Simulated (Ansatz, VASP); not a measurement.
# Two plane-wave programs on Os

```xyz
1
Lattice="0.0000 1.9220 1.9220 1.9220 0.0000 1.9220 1.9220 1.9220 0.0000" Properties=species:S:1:pos:R:3 pbc="T T T"
Os    0.0000    0.0000    0.0000
```

Alike in both runs: task electric field gradients; functional PBE; k mesh 10 × 10 × 10; occupations gaussian, width 0.029 eV; no spin polarisation.

```csv
,VASP,Ansatz
version,VASP 6.6.1,Ansatz 0.2.0
potentials or method,"VASP PAW PBE potentials, release 64 (Os), cutoff 520 eV","scalar-relativistic, plane waves, PAW"
valence electrons in the cell,8,16
```

|  | VASP | Ansatz | Ansatz less VASP |
| --- | --- | --- | --- |
| gap on the k mesh at the Fermi level (eV) | none | none | - |
| pressure (GPa) | 4.2 | 4.2 | -0.02 |

A gap of «none» marks a metal or a gap that the smearing closes. VASP's potentials hold 8 valence electrons a cell and Ansatz's 16, so a difference there can come from the potentials and not from the codes.

Neither program's run includes spin-orbit coupling.
